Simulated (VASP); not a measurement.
Al6H: single point with PBE

System: Al6H, a slab with vacuum.

```
CELL_PARAMETERS angstrom
5.71352 0.00000 0.00000
-2.85676 4.94805 0.00000
0.00000 0.00000 22.60138
ATOMIC_POSITIONS crystal
Al 0.33333 0.16667 0.17698
Al 0.33333 0.66667 0.17698
Al 0.83333 0.16667 0.17698
Al 0.83333 0.66667 0.17698
Al 0.16667 0.33333 0.27878
Al 0.16667 0.83333 0.27878
Al 0.66667 0.33333 0.27878
Al 0.66667 0.83333 0.27878
Al 0.00000 0.00000 0.38057
Al 0.00000 0.50000 0.38057
Al 0.50000 0.00000 0.38057
Al 0.50000 0.50000 0.38057
H 0.16958 0.50000 0.42880
H 0.33042 0.50000 0.42880
```

```yaml
Program: VASP 6.6.1
Task: single point
Functional: PBE
Potentials_or_basis: VASP PAW PBE potentials, release 64 (Al, H)
Cutoff: 520 eV
k_mesh: 6 × 6 × 1
Occupations: gaussian, width 0.1 eV
Spin: no spin polarisation
Dipole_correction: yes
Further_INCAR_settings: ALGO = Normal; EDIFF = 1e-06; NBANDS = 32
```

The largest force is 4.267 eV/Å and the band gap on the k mesh is zero (bands 19 and 20 overlap by 0.67 eV).

Forces on the atoms (eV/Å):
```
Al   0.062 -0.056 -0.088
Al   0.000  0.097 -0.018
Al  -0.062 -0.056 -0.088
Al   0.000  0.050 -0.092
Al   0.000  0.040  0.353
Al  -0.045  0.058  0.004
Al   0.000 -0.087  0.034
Al   0.045  0.058  0.004
Al   0.000 -0.333 -0.214
Al  -3.202  0.003 -2.820
Al   0.000  0.301 -0.282
Al   3.202  0.003 -2.820
H    0.269 -0.039  3.014
H   -0.269 -0.039  3.014
```

Levels at points of the mesh, in eV from the Fermi level:
```csv
k point,band 16,band 17,band 18,band 19,band 20,band 21,band 22,band 23
"(0.00, 0.00, 0.00)",-2.83,-2.00,-1.48,-0.55,-0.45,-0.32,-0.25,0.13
"(0.50, 0.00, 0.00)",-0.67,-0.58,-0.35,-0.15,0.17,0.80,1.03,1.24
"(0.00, 0.50, 0.00)",-0.70,-0.58,-0.38,-0.04,0.06,0.77,0.93,1.32
```

It took 11 min on 1 thread of Intel(R) Xeon(R) Platinum 8259CL CPU @ 2.50GHz (Skylake/Cascade Lake), on a shared host, peak memory 0.7 GiB.
